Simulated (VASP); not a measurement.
# Mg2C3 (C2/m) in VASP: further runs, part 2 of 3

VASP 6.6.1.

### Step 3. Single point, PBEsol (volume scaled by 0.88, then relaxed in part)

Contents of INCAR:

```
PREC = Accurate
ENCUT = 520
EDIFF = 1E-7
ISMEAR = 0
SIGMA = 0.02
LREAL = False
LASPH = True
NELM = 80
ALGO = Normal
ISIF = 2
LWAVE = False
LCHARG = False
GGA = PS
NBANDS = 16
```

Contents of KPOINTS:

```
Automatic mesh
0
Gamma
  8 8 6
```

Contents of POSCAR:

```
Mg2C3
1.0
    2.3054470017     -2.2174935759      0.0303592979
    2.3054470017      2.2174935759      0.0303592979
   -1.1099998863      0.0000000000      4.6265585043
Mg C
2 3
Direct
    0.8083510202      0.8083510202      0.2038859633
    0.1916489798      0.1916489798      0.7961140367
    0.2945251118      0.2945251118      0.2604547412
    0.7054748882      0.7054748882      0.7395452588
    0.5000000000      0.5000000000      0.5000000000
```

Potentials or basis: VASP PAW PBE potentials, release 64 (Mg, C).

Command:

```
cat potpaw_PBE.64/Mg/POTCAR potpaw_PBE.64/C/POTCAR > POTCAR
mpirun -np 1 vasp_std > vasp.out
```

OUTCAR:

```text
PREC = Accurate
   ENCUT = 520
   EDIFF = 1E-7
   ISMEAR = 0
   LREAL = False
   LASPH = True
   NELM = 80
   ISIF = 2
   GGA = PS

 ion  position               nearest neighbor table
   1  0.808  0.808  0.204-   4 2.15   3 2.20   5 2.21   3 2.24   3 2.24   3 2.44   5 2.67   5 2.67
                             4 2.69   2 2.90   2 2.92   2 2.92   2 2.98   2 3.07
   2  0.192  0.192  0.796-   3 2.15   4 2.20   5 2.21   4 2.24   4 2.24   4 2.44   5 2.67   5 2.67
                             3 2.69   1 2.90   1 2.92   1 2.92   1 2.98   1 3.07
   3  0.295  0.295  0.260-   5 1.31   2 2.15   1 2.20   1 2.24   1 2.24   1 2.44   2 2.69
   4  0.705  0.705  0.740-   5 1.31   1 2.15   2 2.20   2 2.24   2 2.24   2 2.44   1 2.69
   5  0.500  0.500  0.500-   3 1.31   4 1.31   1 2.21   2 2.21   2 2.67   2 2.67   1 2.67   1 2.67

  LATTYP: Found a base centered monoclinic cell.
 ALAT       =     4.6112937727
 B/A-ratio  =     0.9617663438
 C/A-ratio  =     1.0317821723
 COS(beta)  =    -0.2204743547

  Lattice vectors:

 A1 = (   2.3054470017,  -2.2174935759,   0.0303592979)
 A2 = (   2.3054470017,   2.2174935759,   0.0303592979)
 A3 = (  -1.1099998863,   0.0000000000,   4.6265585043)

Analysis of symmetry for initial positions (statically):
=====================================================================
 Subroutine PRICEL returns:
 Original cell was already a primitive cell.

 Routine SETGRP: Setting up the symmetry group for a
 base centered monoclinic supercell.

 Subroutine GETGRP returns: Found  4 space group operations
 (whereof  4 operations were pure point group operations)
 out of a pool of  4 trial point group operations.

The static configuration has the point symmetry C_2h.

Analysis of symmetry for dynamics (positions and initial velocities):
=====================================================================
 Subroutine PRICEL returns:
 Original cell was already a primitive cell.

 Routine SETGRP: Setting up the symmetry group for a
 base centered monoclinic supercell.

 Subroutine GETGRP returns: Found  4 space group operations
 (whereof  4 operations were pure point group operations)
 out of a pool of  4 trial point group operations.

The dynamic configuration has the point symmetry C_2h.

 Subroutine INISYM returns: Found  4 space group operations
 (whereof  4 operations are pure point group operations),
 and found     1 'primitive' translations

----------------------------------------------------------------------------------------

                                     Primitive cell

  volume of cell :      47.4543

  direct lattice vectors                    reciprocal lattice vectors
     2.305447002 -2.217493576  0.030359298     0.216194641 -0.225479796  0.051869230
     2.305447002  2.217493576  0.030359298     0.216194641  0.225479796  0.051869230
    -1.109999886  0.000000000  4.626558504    -0.002837322  0.000000000  0.215462654

  length of vectors
     3.198950660  3.198950660  4.757850706     0.316657036  0.316657036  0.215481335

  position of ions in fractional coordinates (direct lattice)
     0.808351020  0.808351020  0.203885963
     0.191648980  0.191648980  0.796114037
     0.294525112  0.294525112  0.260454741
     0.705474888  0.705474888  0.739545259
     0.500000000  0.500000000  0.500000000

  ion indices of the primitive-cell ions
   primitive index   ion index
[... 29 lines left out ...]

 Found    114 irreducible k-points:

 Following reciprocal coordinates:
            Coordinates               Weight
  0.000000  0.000000  0.000000      1.000000
  0.125000 -0.000000 -0.000000      4.000000
  0.250000 -0.000000 -0.000000      4.000000
  0.375000  0.000000 -0.000000      4.000000
  0.500000 -0.000000 -0.000000      2.000000
  0.125000  0.125000 -0.000000      2.000000
[... 16 lines left out ...]
  0.125000  0.000000  0.166667      4.000000
  0.250000 -0.000000  0.166667      4.000000
 [... further k-points ...]
   k-points           NKPTS =    114   k-points in BZ     NKDIM =    114   number of bands    NBANDS=     16
   number of dos      NEDOS =    301   number of ions     NIONS =      5
   total plane-waves  NPLWV =  20736
   dimension x,y,z NGX =    24 NGY =   24 NGZ =   36
   dimension x,y,z NGXF=    48 NGYF=   48 NGZF=   72
   ions per type =               2   3
   NGX,Y,Z   is equivalent  to a cutoff of  12.47, 12.47, 12.58 a.u.
   NGXF,Y,Z  is equivalent  to a cutoff of  24.95, 24.95, 25.16 a.u.
 SYSTEM =  unknown system
   PREC   = accura    normal or accurate (medium, high low for compatibility)
   ISTART =      0    job   : 0-new  1-cont  2-samecut
   ICHARG =      2    charge: 1-file 2-atom 10-const
   ISPIN  =      1    spin polarized calculation?
   LNONCOLLINEAR =      F non collinear calculations
   LSORBIT =      F    spin-orbit coupling
   LASPH  =      T    aspherical Exc in radial PAW
   ENCUT  =  520.0 eV  38.22 Ry    6.18 a.u.   5.95  5.95  8.85*2*pi/ulx,y,z
   NELM   =     80;   NELMIN=  2; NELMDL= -5     # of ELM steps
   EDIFF  = 0.1E-06   stopping-criterion for ELM
   LREAL  =      F    real-space projection
   EDIFFG = 0.1E-05   stopping-criterion for IOM
   NSW    =      0    number of steps for IOM
   IBRION =     -1    ionic relax: 0-MD 1-quasi-New 2-CG
   NFREE  =      0    steps in history (QN), initial steepest desc. (CG)
   ISIF   =      2    stress and relaxation
   ISYM   =      2    0-nonsym 1-usesym 2-fastsym
   POTIM  = 0.5000    time-step for ionic-motion
   TEBEG  =    0.0;   TEEND  =   0.0 temperature during run
   PSTRESS=    0.0 pullay stress
   NELECT =      16.0000    total number of electrons
   NUPDOWN=      -1.0000    fix difference up-down
   EMIN   =  10.00;   EMAX   =-10.00  energy-range for DOS
   EFERMI =   0.00;   METHOD = LEGACY
   ISMEAR =     0;   SIGMA  =   0.02  broadening in eV -4-tet -1-fermi 0-gaus
   EFERMI_NEDOS =   21; number of points for ismear=-14 and -15
   IALGO  =     38    algorithm
   IMIX   =      4    mixing-type and parameters
     AMIX     =   0.40;   BMIX     =  1.00
     AMIX_MAG =   1.60;   BMIX_MAG =  1.00
  volume/ion in A,a.u.               =       9.49        64.05
  Fermi-wavevector in a.u.,A,eV,Ry     =   1.139435  2.153220 17.664617  1.298313
  Thomas-Fermi vector in A             =   2.276139
   LORBIT       =      0    0 simple, 1 ext, 2 COOP (PROOUT), +10 PAW based schemes
   GGA     = PS    functional components
   LHFCALC =     F    Hartree Fock is set to
   AEXX    =    0.0000 exact exchange contribution
   IVDW    =     0    specifies the selected vdW correction
   LEPSILON=     F    determine dielectric tensor
   LRPA    =     F    only Hartree local field effects (RPA)
 non-spin polarized calculation
 Gauss-broadening in eV      SIGMA  =   0.02
  energy-cutoff  :      520.00
  volume of cell :       47.45
 maximum number of plane-waves:      1296
   NGX = 11   NGY = 11   NGZ = 17

 number of electron      15.9999998 magnetization

 Free energy of the ion-electron system (eV)
  ---------------------------------------------------
  ext. energy  EPLUGINS =         0.00000000
  ---------------------------------------------------
  free energy    TOTEN  =       -31.00979729 eV

  energy without entropy =      -31.00979729  energy(sigma->0) =      -31.00979729

 E-fermi :   5.6861     XC(G=0): -11.1709

 val. band max:        5.5135777598   @ k =   0.1250   0.1250   0.3333
 cond. band min:       7.2792793271   @ k =   0.5000   0.5000  -0.0000
 fundamental gap:      1.7657015674
 Fermi energy:         5.6860837733

 k-point     1 :       0.0000    0.0000    0.0000
  band No.  band energies     occupation
      1     -11.0769      2.00000
      2      -6.7887      2.00000
      3      -2.2495      2.00000
      4       1.3094      2.00000
      5       2.1720      2.00000
      6       2.6851      2.00000
[... 433 lines left out ...]
      3      -1.1334      2.00000
      4      -0.6629      2.00000
      5       1.3148      2.00000
      6       2.1267      2.00000
[... 8 lines left out ...]
     15      16.0613      0.00000
     16      16.6433      0.00000

 [... further k-points ...]
[... 5 lines left out ...]
  --------------------------------------------------------------------------------------
  -------------------------------------------------------------------------------------
  Total        5.5278568      5.4925444      5.6124952      0.0000000      0.0000000      0.0975841
  in kB      186.6344727    185.4422367    189.4920799      0.0000000      0.0000000      3.2946853
  external PRESSURE =     187.1895965 kB  Pullay stress =       0.0000000 kB

 VOLUME and BASIS-vectors are now :
 -----------------------------------------------------------------------------
  energy-cutoff  :      520.00
  volume of cell :       47.45
      direct lattice vectors                 reciprocal lattice vectors
     2.305447002 -2.217493576  0.030359298     0.216194641 -0.225479796  0.051869230
     2.305447002  2.217493576  0.030359298     0.216194641  0.225479796  0.051869230
    -1.109999886  0.000000000  4.626558504    -0.002837322  0.000000000  0.215462654

 POSITION                                       TOTAL-FORCE (eV/Angst)
 -----------------------------------------------------------------------------------
      3.50091      0.00000      0.99237         0.001766     -0.000000      0.002687
     -0.00001      0.00000      3.69490        -0.001766     -0.000000     -0.002687
      1.06892      0.00000      1.22289        -0.030391     -0.000000     -0.044308
      2.43197      0.00000      3.46438         0.030391     -0.000000      0.044308
      1.75045      0.00000      2.34364        -0.000000      0.000000      0.000000
 -----------------------------------------------------------------------------------
    total drift:                                0.000000      0.000000     -0.000000

  FREE ENERGIE OF THE ION-ELECTRON SYSTEM (eV)
  ---------------------------------------------------
  free  energy   TOTEN  =       -31.0097972903 eV

  energy  without entropy=      -31.0097972903  energy(sigma->0) =      -31.00979729
```

OSZICAR:

```text
N       E                     dE             d eps       ncg     rms          rms(c)
DAV:   1     0.348248049872E+02    0.34825E+02   -0.70358E+03  3648   0.879E+02
DAV:   2    -0.315611689463E+02   -0.66386E+02   -0.60770E+02  5120   0.166E+02
DAV:   3    -0.349473919007E+02   -0.33862E+01   -0.33711E+01  4792   0.368E+01
DAV:   4    -0.349711864111E+02   -0.23795E-01   -0.23792E-01  4560   0.373E+00
DAV:   5    -0.349713918146E+02   -0.20540E-03   -0.20540E-03  4840   0.334E-01    0.969E+00
DAV:   6    -0.313556935228E+02    0.36157E+01   -0.51222E+00  4600   0.137E+01    0.426E+00
DAV:   7    -0.310306111325E+02    0.32508E+00   -0.13120E+00  5144   0.728E+00    0.216E+00
DAV:   8    -0.310118206157E+02    0.18791E-01   -0.47866E-02  4264   0.146E+00    0.526E-01
DAV:   9    -0.310099070516E+02    0.19136E-02   -0.30237E-03  5136   0.431E-01    0.119E-01
DAV:  10    -0.310098060924E+02    0.10096E-03   -0.42102E-04  4536   0.132E-01    0.432E-02
DAV:  11    -0.310097990893E+02    0.70030E-05   -0.42157E-05  4712   0.485E-02    0.148E-02
DAV:  12    -0.310097972725E+02    0.18168E-05   -0.54386E-06  4768   0.153E-02    0.323E-03
DAV:  13    -0.310097972903E+02   -0.17738E-07   -0.62299E-07  4760   0.512E-03
   1 F= -.31009797E+02 E0= -.31009797E+02  d E =-.288047E-36
```

stdout:

```text
POSCAR found type information on POSCAR MgC
 POSCAR found :  2 types and       5 ions
 scaLAPACK will be used
 -----------------------------------------------------------------------------
|                                                                             |
|                                                                             |
|     You enforced a specific xc type in the INCAR file but a different       |
|     I HOPE YOU KNOW WHAT YOU ARE DOING!                                     |
|                                                                             |
 -----------------------------------------------------------------------------

 LDA part: xc-table for (Slater+PW92), standard interpolation
 POSCAR, INCAR and KPOINTS ok, starting setup
 FFT: planning ... GRIDC
 FFT: planning ... GRID_SOFT
 FFT: planning ... GRID
 WAVECAR not read
 entering main loop
```

Wall time 69 s (1 thread of Intel Xeon 6975P-C, shared host); peak memory 0.21 GiB.

What came out:

```yaml
Free_energy: -31.0098 eV
Pressure: 18.7 GPa
Largest_force: 0.054 eV/Å
Band_gap_on_the_k_mesh: 1.77 eV, indirect (least direct gap 2.74 eV)
```

Forces in eV/Å, atoms in the order of the input:
```
Mg   0.002  0.000  0.003
Mg  -0.002  0.000 -0.003
C   -0.030  0.000 -0.044
C    0.030  0.000  0.044
C    0.000  0.000  0.000
```

Stress tensor (GPa, compression positive):
```
18.66  0.00  0.33
 0.00 18.54  0.00
 0.33  0.00 18.95
```

Caveat: the PAW data sets were made with another functional, which shifts forces and pressure a little.

[end of part 2 of 3]
